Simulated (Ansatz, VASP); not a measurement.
N in VASP and in Ansatz

```
CELL_PARAMETERS angstrom
1.90114 0.00000 0.00000
-0.95057 1.64644 0.00000
0.00000 0.00000 6.30784
ATOMIC_POSITIONS crystal
N 0.33333 0.66667 0.25000
N 0.66667 0.33333 0.75000
```

Alike in both runs: task relaxation of cell and atoms; functional r2SCAN; k mesh 24 × 24 × 8; occupations gaussian, width 0.1 eV; no spin polarisation.

```csv
,VASP,Ansatz
version,VASP 6.6.1,Ansatz 0.2.0
potentials or method,"VASP PAW PBE potentials, release 64 (N), cutoff 600 eV","scalar-relativistic, plane waves, PAW"
valence electrons in the cell,10,10
```

Ansatz gave:

| Quantity | Value |
| --- | --- |
| gap on the k mesh at the Fermi level, each at its own relaxed structure (eV) | none |
| relaxed volume (Å³/atom) | 9.87 |
| relaxed cell length with the largest relative difference (Å) | 6.308 |

Question: Which values does VASP return?

Answer: gap on the k mesh at the Fermi level, each at its own relaxed structure (eV): none; relaxed volume (Å³/atom): 9.82; relaxed cell length with the largest relative difference (Å): 6.270.

VASP's potentials were made for PBE, not for r2SCAN. A gap of «none» marks a metal or a gap that the smearing closes.
